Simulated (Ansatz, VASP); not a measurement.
# One calculation of Si4Cl, two programs

```xyz
5
Lattice="3.4646 0.0000 0.0000 0.0000 3.4646 0.0000 0.0000 0.0000 9.6687" Properties=species:S:1:pos:R:3 pbc="T T T"
Si    1.7323    1.7323    4.8343
Si    1.7323    1.7323    0.0000
Si    1.7323    1.7323    7.0751
Si    1.7323    1.7323    2.5936
Cl    0.0000    0.0000    0.0000
```

Alike in both runs: task relaxation of cell and atoms; functional PBE; k mesh 6 × 6 × 2; occupations gaussian, width 0.1 eV; no spin polarisation.

|  | VASP | Ansatz |
| --- | --- | --- |
| version | VASP 6.6.1 | Ansatz 0.2.0 |
| potentials or method | VASP PAW PBE potentials, release 64 (Si, Cl), cutoff 600 eV | scalar-relativistic, plane waves, PAW |
| valence electrons in the cell | 23 | 23 |

Ansatz gave:

```
gap on the k mesh at the Fermi level, each at its own relaxed structure (eV) : none
relaxed volume (Å³/atom)                                                     : 21.65
relaxed cell length with the largest relative difference (Å)                 : 10.077
```

Q: Estimate VASP's values.

A: gap on the k mesh at the Fermi level, each at its own relaxed structure (eV): none; relaxed volume (Å³/atom): 21.66; relaxed cell length with the largest relative difference (Å): 10.088.

A gap of «none» marks a metal or a gap that the smearing closes.
